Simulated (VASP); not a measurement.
SrO, 2 atoms in the cell. It takes space group Fm-3m (No. 225, cubic). The conventional cell has a = 5.160 Å, b = 5.160 Å, c = 5.160 Å, α = 90.00°, β = 90.00°, γ = 90.00°. Within 3.4 Å of Sr (site symmetry m-3m) lie 6 O at 2.58 Å. O (site symmetry m-3m) has 6 Sr at 2.58 Å within 3.4 Å. 

```yaml
Program: VASP 6.6.1
Task: single point
Functional: HSE06
Potentials_or_basis: VASP PAW PBE potentials, release 64 (Sr_sv, O)
Cutoff: 520 eV
k_mesh: 4 × 4 × 4
Occupations: gaussian, width 0.01 eV
Spin: no spin polarisation
Dipole_correction: no
Grid_for_exact_exchange_PRECFOCK: Normal
Further_INCAR_settings: ALGO = Normal; EDIFF = 1e-07; NBANDS = 15
Share_of_exact_exchange: 0.25
Screening_parameter: 0.2079 1/Å
```

Potentials or basis: VASP PAW PBE potentials, release 64 (Sr_sv, O).

Command:

```console
$ cat potpaw_PBE.64/Sr_sv/POTCAR potpaw_PBE.64/O/POTCAR > POTCAR
$ cp INCAR.step1 INCAR
$ mpirun -np 1 vasp_std > vasp.out
$ cp INCAR.step2 INCAR
$ mpirun -np 1 vasp_std > vasp.out
```

Hardware: 1 thread of AMD EPYC 7R43 64-Core Processor (Zen 3), on a shared host.

Estimate the wall time of this run.

Run time: 8.5 min on 1 thread of AMD EPYC 7R43 64-Core Processor (Zen 3), with other jobs on the host, peak memory 0.22 GiB. Counts: k points 8.
